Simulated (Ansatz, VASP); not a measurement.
# Two plane-wave programs on P

```
CELL_PARAMETERS angstrom
-3.94823 3.95064 3.20115
3.95072 -3.95043 3.20374
3.94799 3.95016 -3.20083
ATOMIC_POSITIONS crystal
P 0.27644 0.40855 0.75246
P 0.65581 0.52373 0.24748
P 0.27390 0.90607 0.74764
P 0.15836 0.52623 0.25252
P 0.09389 0.84142 0.36784
P 0.47380 0.72632 0.63212
P 0.59159 0.34395 0.86779
P 0.47621 0.72372 0.13214
```

Change from the starting cell: cell x1, atoms moved at random (sigma 0.1 Å) and cell strained at random (1.5 %), then relaxed without symmetry.

Alike in both runs: functional PBE; k mesh 4 × 4 × 4; occupations gaussian, width 0.1 eV; no spin polarisation.

Ansatz relaxed the structure, and its values are those at the end. VASP's run is a single point on that final structure, the one shown.

```csv
,VASP,Ansatz
version,VASP 6.6.1,Ansatz 0.2.0
potentials or method,"VASP PAW PBE potentials, release 64 (P), cutoff 520 eV","scalar-relativistic, plane waves, PAW"
valence electrons in the cell,40,40
```

|  | VASP | Ansatz | Ansatz less VASP |
| --- | --- | --- | --- |
| gap on the k mesh at the Fermi level (eV) | 1.64 | 1.61 | -0.031 |
| least direct gap on the mesh (eV) | 1.70 | 1.67 | -0.028 |
| pressure (GPa) | -0.2 | 0.0 | +0.26 |
| rms of the force components (eV/Å) | 0.035 | 0.008 | -0.0272 |

With one functional, cell and mesh, what is left measures potentials, basis and numerics.
